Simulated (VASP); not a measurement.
Write the native input for VASP 6.6.1 that does the following.

| Item | Value |
| --- | --- |
| Task | single point |
| Functional | r2SCAN |
| Potentials or basis | VASP PAW PBE potentials, release 64 (Hg, Te) |
| Cutoff | 520 eV |
| k mesh | 6 × 6 × 6 |
| Occupations | gaussian, width 0.1 eV |
| Spin | no spin polarisation |
| Dipole correction | no |
| Further INCAR settings | ALGO = Normal; EDIFF = 1e-06; NBANDS = 16 |

Crystal: HgTe.

```
Hg Te
1.0
     0.00000    3.28998    3.28998
     3.28998    0.00000    3.28998
     3.28998    3.28998    0.00000
Hg Te
1 1
Direct
  0.00000 0.00000 0.00000
  0.25000 0.25000 0.25000
```

One way to write it, as run:

POSCAR

```
HgTe
1.0
    0.0000000000      3.2899842045      3.2899842045
    3.2899842045      0.0000000000      3.2899842045
    3.2899842045      3.2899842045      0.0000000000
Hg Te
1 1
Direct
    0.0000000000      0.0000000000      0.0000000000
    0.2500000000      0.2500000000      0.2500000000
```

INCAR.step1

```
PREC = Accurate ; ENCUT = 520
ISMEAR = 0 ; SIGMA = 0.1
LREAL = F ; LASPH = T
NELM = 60 ; NBANDS = 16
GGA = PE ; ALGO = Normal
EDIFF = 1E-4 ; LWAVE = T
LCHARG = F
```

INCAR.step2

```
PREC = Accurate ; ENCUT = 520
EDIFF = 1E-6 ; ISMEAR = 0
SIGMA = 0.1 ; LREAL = F
LASPH = T ; NELM = 60
ALGO = Normal ; ISIF = 2
LWAVE = F ; LCHARG = F
METAGGA = R2SCAN ; LMIXTAU = T
NBANDS = 16 ; ISTART = 1
```

KPOINTS

```
Automatic mesh
0
Gamma
  6 6 6
```

Potentials or basis: VASP PAW PBE potentials, release 64 (Hg, Te).

The run is started by

```sh
$ cat potpaw_PBE.64/Hg/POTCAR potpaw_PBE.64/Te/POTCAR > POTCAR
$ cp INCAR.step1 INCAR
$ mpirun -np 1 vasp_std > vasp.out
$ cp INCAR.step2 INCAR
$ mpirun -np 1 vasp_std > vasp.out
```

It gave:

- Pressure: 0.0 GPa
- Band gap on the k mesh: zero (filled and empty bands touch)

Caveat: the PAW data sets were made with another functional, which shifts forces and pressure a little; spin-orbit coupling is left out, which moves the levels of the heavy elements.

It took 39 s on 1 thread of Intel(R) Xeon(R) 6975P-C (Granite Rapids), on a shared host, peak memory 0.22 GiB.
